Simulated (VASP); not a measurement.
# HfC (P-6m2) in VASP: further runs, part 2 of 2

VASP 6.6.1.

## (3) Relaxation of cell and atoms, PBE

INCAR reads:

```
SYSTEM = HfC
PREC = Accurate
ENCUT = 600
EDIFF = 1E-6
ISMEAR = 0
SIGMA = 0.1
LREAL = .False.
LASPH = .True.
NELM = 100
ALGO = Normal
ISIF = 3
LWAVE = .False.
LCHARG = .False.
GGA = PE
IBRION = 2
NSW = 100
EDIFFG = -0.01
```

KPOINTS reads:

```
regular mesh
0
Gamma
  18 18 18
  0 0 0
```

POSCAR reads:

```
HfC
1.0
    3.2359936766      0.0000000000      0.0000000000
   -1.6179968383      2.8024527304      0.0000000000
    0.0000000000      0.0000000000      2.9131901591
Hf C
1 1
Direct
    0.6666666667      0.3333333333      0.0000000000
    0.3333333333      0.6666666667      0.5000000000
```

Potentials or basis: VASP PAW PBE potentials, release 64 (Hf_pv, C).

Command:

```bash
cat potpaw_PBE.64/Hf_pv/POTCAR potpaw_PBE.64/C/POTCAR > POTCAR
mpirun -np 1 vasp_std > vasp.out
```

OUTCAR:

```text
SYSTEM = HfC
   PREC = Accurate
   ENCUT = 600
   EDIFF = 1E-6
   ISMEAR = 0
   LREAL = .False.
   LASPH = .True.
   NELM = 100
   ISIF = 3
   GGA = PE
   IBRION = 2
   NSW = 100
   EDIFFG = -0.01

 ion  position               nearest neighbor table
   1  0.667  0.333  0.000-   2 2.37   2 2.37   2 2.37   2 2.37   2 2.37   2 2.37
   2  0.333  0.667  0.500-   1 2.37   1 2.37   1 2.37   1 2.37   1 2.37   1 2.37

  LATTYP: Found a hexagonal cell.
 ALAT       =     3.2359936766
 C/A-ratio  =     0.9002459369

  Lattice vectors:

 A1 = (   3.2359936766,   0.0000000000,   0.0000000000)
 A2 = (  -1.6179968383,   2.8024527304,   0.0000000000)
 A3 = (   0.0000000000,   0.0000000000,   2.9131901591)

Analysis of symmetry for initial positions (statically):
=====================================================================
 Subroutine PRICEL returns:
 Original cell was already a primitive cell.

 Routine SETGRP: Setting up the symmetry group for a
 hexagonal supercell.

 Subroutine GETGRP returns: Found 12 space group operations
 (whereof 12 operations were pure point group operations)
 out of a pool of 24 trial point group operations.
[... 173 lines left out ...]
  Total       -0.1314448     -0.1314448     -0.1812933      0.0000000      0.0000000      0.0000000
  in kB       -7.9714818     -7.9714818    -10.9945542      0.0000000      0.0000000      0.0000000
  external PRESSURE =      -8.9791726 kB  Pullay stress =       0.0000000 kB
[... 59 lines left out ...]
--------------------------------------- Ionic step        3  -------------------------------------------

 number of electron      14.0000000 magnetization

 Free energy of the ion-electron system (eV)
  ---------------------------------------------------
  ext. energy  EPLUGINS =         0.00000000
  ---------------------------------------------------
  free energy    TOTEN  =       -19.51891404 eV

  energy without entropy =      -19.51797566  energy(sigma->0) =      -19.51844485

 E-fermi :   5.4683     XC(G=0): -12.0001

 val. band max:        5.4567057259   @ k =   0.2222   0.1667   0.0000
 cond. band min:       5.4866566894   @ k =   0.3333   0.0000   0.0556
 fundamental gap:      0.0299509635
 Fermi energy:         5.4683108835

 k-point     1 :       0.0000    0.0000    0.0000
  band No.  band energies     occupation
      1     -24.2650      2.00000
      2     -24.2650      2.00000
      3     -23.8507      2.00000
      4      -6.3974      2.00000
      5       3.9400      2.00000
      6       3.9400      2.00000
      7       4.3694      2.00000
      8       7.1802      0.00000
      9      10.4109      0.00000
     10      11.7734      0.00000
     11      11.7734      0.00000
[... 309 lines left out ...]
 k-point    24 :       0.3889    0.1111    0.0000
  band No.  band energies     occupation
      1     -24.8248      2.00000
      2     -24.4426      2.00000
      3     -23.7780      2.00000
      4      -3.8788      2.00000
      5       0.8343      2.00000
      6       4.2081      2.00000
      7       5.0910      2.00000
      8       6.2260      0.00000
      9      10.4666      0.00000
     10      10.5764      0.00000
     11      11.8401      0.00000

 [... further k-points ...]
[... 5 lines left out ...]
  --------------------------------------------------------------------------------------
  -------------------------------------------------------------------------------------
  Total       -0.0032437     -0.0032437      0.0091482      0.0000000     -0.0000000     -0.0000000
  in kB       -0.1975605     -0.1975605      0.5571738      0.0000000     -0.0000000     -0.0000000
  external PRESSURE =       0.0540176 kB  Pullay stress =       0.0000000 kB
[... 17 lines left out ...]
  FREE ENERGIE OF THE ION-ELECTRON SYSTEM (eV)
  ---------------------------------------------------
  free  energy   TOTEN  =       -19.5189140385 eV

  energy  without entropy=      -19.5179756562  energy(sigma->0) =      -19.51844485

 reached required accuracy - stopping structural energy minimisation
```

CONTCAR:

```text
HfC
   1.00000000000000
     3.2318949429280521    0.0000000000000000    0.0000000000000000
    -1.6159474714640261    2.7989031229168280    0.0000000000000000
    -0.0000000000000000    0.0000000000000000    2.9081009600613772
  Hf              C
     1     1
Direct
     0.6666666667000030    0.3333333332999970    1.0000000000000000
     0.3333333332999970    0.6666666667000030    0.5000000000000000

  0.00000000E+00  0.00000000E+00  0.00000000E+00
  0.00000000E+00  0.00000000E+00  0.00000000E+00
```

It took 8.1 min on 1 thread of AMD EPYC 7R13, shared host; peak memory 0.26 GiB.

Results:

| Item | Value |
| --- | --- |
| Free energy | -19.5189 eV |
| Relaxed volume | 13.15 Å³/atom |
| Relaxed cell | a = 3.232 Å, b = 3.232 Å, c = 2.908 Å, α = 90.00°, β = 90.00°, γ = 120.00° |
| Space group after relaxing (to 0.05 Å) | P-6m2 (No. 187) |
| Energy gained by relaxing | 0.2 meV/atom |
| Ionic steps | 3 |
| Pressure after relaxing | 0.0 GPa |
| Band gap on the k mesh | zero (band 7 reaches 5.46 eV, above the bottom of band 8 at 5.43 eV) |

Step by step:
```
step  energy change (eV)  largest force (eV/Å)  pressure (GPa)  volume (Å³)
   1              0.0000                0.0000           -0.90        26.42
   2              0.0004                0.0000            1.35        26.14
   3             -0.0003                0.0000            0.01        26.31
```

Final structure:
```yaml
crystal:
  lattice:
    - [3.23189, 0.00000, 0.00000]
    - [-1.61595, 2.79890, 0.00000]
    - [0.00000, 0.00000, 2.90810]
  atoms:
    - { symbol: Hf, position: [0.66667, 0.33333, 0.00000] }
    - { symbol: C, position: [0.33333, 0.66667, 0.50000] }
```

Caveat: spin-orbit coupling is left out, which moves the levels of the heavy elements.
